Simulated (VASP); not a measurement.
# Ti (P6_3/mmc) in VASP: further runs, part 2 of 2

VASP 6.6.1. Earlier steps stand in the parts before.

**3. Single point, LDA**

The input, INCAR:

```
SYSTEM = Ti
PREC = Accurate
ENCUT = 520
EDIFF = 1E-7
ISMEAR = -1
SIGMA = 0.1
LREAL = .FALSE.
LASPH = .TRUE.
NELM = 100
ALGO = Normal
ISIF = 2
LWAVE = .FALSE.
LCHARG = .FALSE.
GGA = CA
NBANDS = 19
```

The input, KPOINTS:

```
Automatic mesh
0
G
  3 3 2
  0 0 0
```

The input, POSCAR:

```
Ti
1.0
    2.8638698861      0.0000000000      0.0000000000
   -1.4319349430      2.4801840745      0.0000000000
    0.0000000000      0.0000000000      4.5399943151
Ti
2
Direct
    0.3333333333      0.6666666667      0.2500000000
    0.6666666667      0.3333333333      0.7500000000
```

Potentials or basis: VASP PAW LDA potentials, release 64 (Ti_sv).

Command:

```console
$ cat potpaw_LDA.64/Ti_sv/POTCAR > POTCAR
$ mpirun -np 1 vasp_std > vasp.out
```

Run time: 2.8 s. Hardware: 1 thread of Intel Xeon Platinum 8559C (Emerald Rapids), shared host; peak memory 0.13 GiB.

It converged, with:

```
Free energy            : -17.2177 eV
Pressure               : -1.8 GPa
Band gap on the k mesh : zero (band 12 reaches 9.70 eV, above the bottom of band 13 at 8.77 eV)
```

Stress tensor (GPa, compression positive):
```
-2.00  0.00  0.00
 0.00 -2.00  0.00
 0.00  0.00 -1.27
```

Levels at points of the mesh, in eV from the Fermi level:
```tsv
k point	band 10	band 11	band 12	band 13	band 14	band 15
(0.00, 0.00, 0.00)	-2.85	0.79	0.79	0.93	1.11	1.35
(0.00, 0.00, 0.50)	-4.33	0.10	0.10	0.69	0.69	0.69
```

Caveat: the k points lie up to 0.84 Å⁻¹ apart.

**4. Single point, LDA**

The input, INCAR:

```
  PREC = Accurate
  ENCUT = 520
  EDIFF = 1E-6
  ISMEAR = -1
  SIGMA = 0.1
  LREAL = F
  LASPH = T
  NELM = 80
  ALGO = Normal
  ISIF = 2
  LWAVE = F
  LCHARG = F
  GGA = CA
  NBANDS = 19
```

The input, KPOINTS:

```
Automatic mesh
0
Gamma
  5 5 3
```

POSCAR is that of step 3.

Potentials or basis: VASP PAW LDA potentials, release 64 (Ti_sv).

Command:

```console
$ cat potpaw_LDA.64/Ti_sv/POTCAR > POTCAR
$ mpirun -np 1 vasp_std > vasp.out
```

OUTCAR:

```text
PREC = Accurate
   ENCUT = 520
   EDIFF = 1E-6
   ISMEAR = -1
   LREAL = F
   LASPH = T
   NELM = 80
   ISIF = 2
   GGA = CA

 ion  position               nearest neighbor table
   1  0.333  0.667  0.250-   2 2.81   2 2.81   2 2.81   2 2.81   2 2.81   2 2.81
   2  0.667  0.333  0.750-   1 2.81   1 2.81   1 2.81   1 2.81   1 2.81   1 2.81

  LATTYP: Found a hexagonal cell.
 ALAT       =     2.8638698861
 C/A-ratio  =     1.5852655657

  Lattice vectors:

[... 391 lines left out ...]

------------------------ aborting loop because EDIFF is reached ----------------------------------------

  FORCE on cell =-STRESS in cart. coord.  units (eV):
  Direction    XX          YY          ZZ          XY          YZ          ZX
  --------------------------------------------------------------------------------------
  -------------------------------------------------------------------------------------
  Total        0.1306060      0.1306060     -0.2786108      0.0000000      0.0000000      0.0000000
  in kB        6.4890499      6.4890499    -13.8425481      0.0000000      0.0000000      0.0000000
  external PRESSURE =      -0.2881494 kB  Pullay stress =       0.0000000 kB

 VOLUME and BASIS-vectors are now :
 -----------------------------------------------------------------------------
  energy-cutoff  :      520.00
  volume of cell :       32.25
      direct lattice vectors                 reciprocal lattice vectors
     2.863869886  0.000000000  0.000000000     0.349177875  0.201597940  0.000000000
    -1.431934943  2.480184074  0.000000000     0.000000000  0.403195880  0.000000000
     0.000000000  0.000000000  4.539994315     0.000000000  0.000000000  0.220264593

 POSITION                                       TOTAL-FORCE (eV/Angst)
 -----------------------------------------------------------------------------------
     -0.00000      1.65346      1.13500         0.000000     -0.000000      0.000000
      1.43193      0.82673      3.40500        -0.000000      0.000000      0.000000
 -----------------------------------------------------------------------------------
    total drift:                               -0.000000      0.000000     -0.000000

  FREE ENERGIE OF THE ION-ELECTRON SYSTEM (eV)
  ---------------------------------------------------
  free  energy   TOTEN  =       -17.1432108630 eV

  energy  without entropy=      -17.0671479039  energy(sigma->0) =      -17.10517938
```

OSZICAR:

```text
N       E                     dE             d eps       ncg     rms          rms(c)
DAV:   1     0.270490382285E+03    0.27049E+03   -0.13145E+04   380   0.155E+03
DAV:   2     0.113011564740E+02   -0.25919E+03   -0.25465E+03   403   0.452E+02
DAV:   3    -0.179670621000E+02   -0.29268E+02   -0.28983E+02   722   0.124E+02
DAV:   4    -0.189871600103E+02   -0.10201E+01   -0.10183E+01   433   0.251E+01
DAV:   5    -0.190323731142E+02   -0.45213E-01   -0.45210E-01   545   0.377E+00    0.124E+01
DAV:   6    -0.171493237178E+02    0.18830E+01   -0.65201E+00   440   0.258E+01    0.330E+00
DAV:   7    -0.171243356684E+02    0.24988E-01   -0.74015E-01   554   0.600E+00    0.207E+00
DAV:   8    -0.171511690466E+02   -0.26833E-01   -0.22287E-01   399   0.566E+00    0.791E-01
DAV:   9    -0.171425452570E+02    0.86238E-02   -0.44492E-02   410   0.236E+00    0.815E-02
DAV:  10    -0.171432140912E+02   -0.66883E-03   -0.43969E-03   529   0.358E-01    0.916E-02
DAV:  11    -0.171432266472E+02   -0.12556E-04   -0.13056E-04   483   0.893E-02    0.521E-02
DAV:  12    -0.171432113924E+02    0.15255E-04   -0.74686E-05   413   0.819E-02    0.293E-03
DAV:  13    -0.171432108630E+02    0.52932E-06   -0.18206E-06   324   0.147E-02
   1 F= -.17143211E+02 E0= -.17105179E+02  d E =-.760630E-01
```

Wall time 3.6 s (1 thread of Intel Xeon Platinum 8559C (Emerald Rapids), shared host); peak memory 0.13 GiB.

Results:

```yaml
Free_energy: -17.1432 eV
Pressure: 0.0 GPa
Band_gap_on_the_k_mesh: zero (band 12 reaches 9.68 eV, above the bottom of band 13 at 8.75 eV)
```

Stress tensor (GPa, compression positive):
```
 0.65  0.00  0.00
 0.00  0.65  0.00
 0.00  0.00 -1.38
```

Levels at points of the mesh, in eV from the Fermi level:
```
           k point  band 10  band 11  band 12  band 13  band 14  band 15
(0.00, 0.00, 0.00)    -2.82     0.84     0.84     0.97     1.15     1.39
```

Caveat: the k points lie up to 0.51 Å⁻¹ apart.

**5. Single point, LDA**

The input, INCAR:

```
ALGO = Normal
EDIFF = 1E-6
ENCUT = 520
ISIF = 2
ISMEAR = -1
LASPH = True
LCHARG = False
LREAL = False
LWAVE = False
NBANDS = 19
NELM = 100
PREC = Accurate
SIGMA = 0.1
```

The input, KPOINTS:

```
k-points
0
Gamma
  6 6 4
```

POSCAR is that of step 4.

Potentials or basis: VASP PAW LDA potentials, release 64 (Ti_sv).

Command:

```console
$ cat potpaw_LDA.64/Ti_sv/POTCAR > POTCAR
$ mpirun -np 1 vasp_std > vasp.out
```

OUTCAR:

```text
EDIFF = 1E-6
   ENCUT = 520
   ISIF = 2
   ISMEAR = -1
   LASPH = True
   LREAL = False
   NELM = 100
   PREC = Accurate

 ion  position               nearest neighbor table
   1  0.333  0.667  0.250-   2 2.81   2 2.81   2 2.81   2 2.81   2 2.81   2 2.81
   2  0.667  0.333  0.750-   1 2.81   1 2.81   1 2.81   1 2.81   1 2.81   1 2.81

  LATTYP: Found a hexagonal cell.
 ALAT       =     2.8638698861
 C/A-ratio  =     1.5852655657

  Lattice vectors:

 A1 = (   2.8638698861,   0.0000000000,   0.0000000000)
 A2 = (  -1.4319349430,   2.4801840745,   0.0000000000)
 A3 = (   0.0000000000,   0.0000000000,   4.5399943151)
[... 643 lines left out ...]

  FORCE on cell =-STRESS in cart. coord.  units (eV):
  Direction    XX          YY          ZZ          XY          YZ          ZX
  --------------------------------------------------------------------------------------
  -------------------------------------------------------------------------------------
  Total       -0.1104777     -0.1104777      0.0815399     -0.0000000      0.0000000      0.0000000
  in kB       -5.4889916     -5.4889916      4.0512447     -0.0000000      0.0000000      0.0000000
  external PRESSURE =      -2.3089128 kB  Pullay stress =       0.0000000 kB

 VOLUME and BASIS-vectors are now :
 -----------------------------------------------------------------------------
  energy-cutoff  :      520.00
  volume of cell :       32.25
      direct lattice vectors                 reciprocal lattice vectors
     2.863869886  0.000000000  0.000000000     0.349177875  0.201597940  0.000000000
    -1.431934943  2.480184074  0.000000000     0.000000000  0.403195880  0.000000000
     0.000000000  0.000000000  4.539994315     0.000000000  0.000000000  0.220264593

 POSITION                                       TOTAL-FORCE (eV/Angst)
 -----------------------------------------------------------------------------------
     -0.00000      1.65346      1.13500        -0.000000     -0.000000      0.000000
      1.43193      0.82673      3.40500         0.000000      0.000000      0.000000
 -----------------------------------------------------------------------------------
    total drift:                               -0.000000      0.000000     -0.000000

  FREE ENERGIE OF THE ION-ELECTRON SYSTEM (eV)
  ---------------------------------------------------
  free  energy   TOTEN  =       -17.1311682343 eV

  energy  without entropy=      -17.0493704749  energy(sigma->0) =      -17.09026935
```

OSZICAR:

```text
N       E                     dE             d eps       ncg     rms          rms(c)
DAV:   1     0.260875355656E+03    0.26088E+03   -0.12916E+04   798   0.159E+03
DAV:   2     0.106912915412E+02   -0.25018E+03   -0.24594E+03   830   0.443E+02
DAV:   3    -0.177491028747E+02   -0.28440E+02   -0.28087E+02  1482   0.123E+02
DAV:   4    -0.189834150035E+02   -0.12343E+01   -0.12302E+01   908   0.261E+01
DAV:   5    -0.190364735558E+02   -0.53059E-01   -0.53055E-01  1183   0.406E+00    0.124E+01
DAV:   6    -0.171332787023E+02    0.19032E+01   -0.66593E+00   925   0.260E+01    0.327E+00
DAV:   7    -0.171122309724E+02    0.21048E-01   -0.65483E-01  1155   0.570E+00    0.204E+00
DAV:   8    -0.171390169066E+02   -0.26786E-01   -0.22276E-01   887   0.561E+00    0.782E-01
DAV:   9    -0.171305544787E+02    0.84624E-02   -0.43890E-02   879   0.236E+00    0.891E-02
DAV:  10    -0.171311755511E+02   -0.62107E-03   -0.39218E-03  1139   0.340E-01    0.895E-02
DAV:  11    -0.171311836158E+02   -0.80647E-05   -0.10172E-04  1007   0.897E-02    0.486E-02
DAV:  12    -0.171311683894E+02    0.15226E-04   -0.62318E-05   885   0.752E-02    0.205E-03
DAV:  13    -0.171311682343E+02    0.15504E-06   -0.19102E-06   640   0.120E-02
   1 F= -.17131168E+02 E0= -.17090269E+02  d E =-.817978E-01
```

stdout:

```text
POSCAR found type information on POSCAR Ti
 POSCAR found :  1 types and       2 ions
 scaLAPACK will be used
 LDA part: xc-table for (Slater(with rela. corr.)+CA(PZ))
 , standard interpolation
 POSCAR, INCAR and KPOINTS ok, starting setup
 FFT: planning ... GRIDC
 FFT: planning ... GRID_SOFT
 FFT: planning ... GRID
 WAVECAR not read
 entering main loop
```

Run time: 5.8 s. Hardware: 1 thread of Intel Xeon Platinum 8559C (Emerald Rapids), shared host; peak memory 0.13 GiB.

Results:

- Free energy: -17.1312 eV
- Pressure: -0.2 GPa
- Band gap on the k mesh: zero (band 12 reaches 9.69 eV, above the bottom of band 13 at 8.76 eV)

Levels at points of the mesh, in eV from the Fermi level:
```csv
k point,band 10,band 11,band 12,band 13,band 14,band 15
"(0.00, 0.00, 0.00)",-2.87,0.78,0.78,0.92,1.09,1.33
"(0.50, 0.00, 0.00)",-2.40,-2.05,-0.47,0.45,0.68,1.27
"(0.00, 0.00, 0.50)",-4.35,0.08,0.08,0.67,0.67,0.67
"(0.50, 0.00, 0.50)",-2.75,-0.92,-0.92,1.61,1.61,1.84
```

Caveat: the k points lie up to 0.42 Å⁻¹ apart.

**6. Overview**

```csv
k mesh,gap on the mesh (eV),pressure (GPa)
2 × 2 × 1,none,-7.2
3 × 3 × 2,none,-1.8
5 × 5 × 3,none,0.0
6 × 6 × 4,none,-0.2
```

Alike in all rows: task single point; level LDA; potentials or basis VASP PAW LDA potentials, release 64 (Ti_sv); no spin polarisation; cell as given; cutoff (eV) 520; smearing fermi-dirac 0.1 eV.

Caveats: all runs use coarse meshes.

Total energies depend on the potentials used, so only differences within one code and one set of settings carry meaning.
